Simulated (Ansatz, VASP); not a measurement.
**NiSb: VASP beside Ansatz**

INCAR

```
ALGO = Normal ; EDIFF = 1E-7
ENCUT = 520 ; GGA = PE
ISIF = 2 ; ISMEAR = 0
ISPIN = 2 ; LASPH = T
LCHARG = T ; LELF = T
LMAXMIX = 4 ; LORBIT = 11
LREAL = F ; LVHAR = T
LWAVE = F ; MAGMOM = 0 0 0 0
NBANDS = 27 ; NELM = 150
PREC = Accurate ; SIGMA = 0.05
```

The input KPOINTS:

```
k-points
0
Gamma
  12 12 8
```

Contents of POSCAR:

```
NiSb
1.0
    4.0792233664      0.0000000000      0.0000000000
   -2.0396116832      3.5327110631      0.0000000000
    0.0000000000      0.0000000000      5.3171139603
Ni Sb
2 2
Direct
    0.0000000000      0.0000000000      0.0000000000
    0.0000000000      0.0000000000      0.5000000000
    0.3333333333      0.6666666667      0.2500000000
    0.6666666667      0.3333333333      0.7500000000
```

Input for Ansatz:

```yaml
crystal:
  lattice:
    - [4.0792233664, 0.0, 0.0]
    - [-2.0396116832, 3.5327110631, 0.0]
    - [0.0, 0.0, 5.3171139603]
  atoms:
    - { symbol: Ni, position: [0.0, 0.0, 0.0] }
    - { symbol: Ni, position: [0.0, 0.0, 0.5] }
    - { symbol: Sb, position: [0.3333333333, 0.6666666667, 0.25] }
    - { symbol: Sb, position: [0.6666666667, 0.3333333333, 0.75] }
magnetization:
  spin_polarized: true
basis:
  ecutwfc: 500
  fft_grid_basis: typed
kpoints:
  mp_grid: { grid: [12, 12, 8] }
hamiltonian:
  xc: pbe
  pseudopotentials: { kind: paw }
scf:
  occupations: { method: gaussian, width: 0.05 }
output:
  forces: true
  stress: true
  eigenvalues: true
  bader: true
  write_density: true
  volumetric_format: npy
  populations: true
  elf: true
```

Alike in both runs: task single point; functional PBE; k mesh 12 × 12 × 8; occupations gaussian, width 0.05 eV; collinear spin.

|  | VASP | Ansatz |
| --- | --- | --- |
| version | VASP 6.6.1 | Ansatz 0.2.0 |
| potentials or method | VASP PAW PBE potentials, release 64 (Ni, Sb), cutoff 520 eV | scalar-relativistic, plane waves, PAW |
| valence electrons in the cell | 30 | 66 |

```tsv
	VASP	Ansatz	Ansatz less VASP
gap on the k mesh at the Fermi level (eV)	none	none	-
pressure (GPa)	-7.6	-7.5	+0.07
traceless stress, the component that is largest in VASP (GPa)	-0.07	-0.15	-0.075
net moment per atom (μB)	0.00	0.00	0.000
```

A gap of «none» marks a metal or a gap that the smearing closes. The functional is the same, so the differences come from potentials, cutoffs and numerics. VASP's potentials hold 30 valence electrons a cell and Ansatz's 66, so a difference there can come from the potentials and not from the codes. Ansatz's warnings: no starting moments.

Spin-orbit coupling is off throughout.
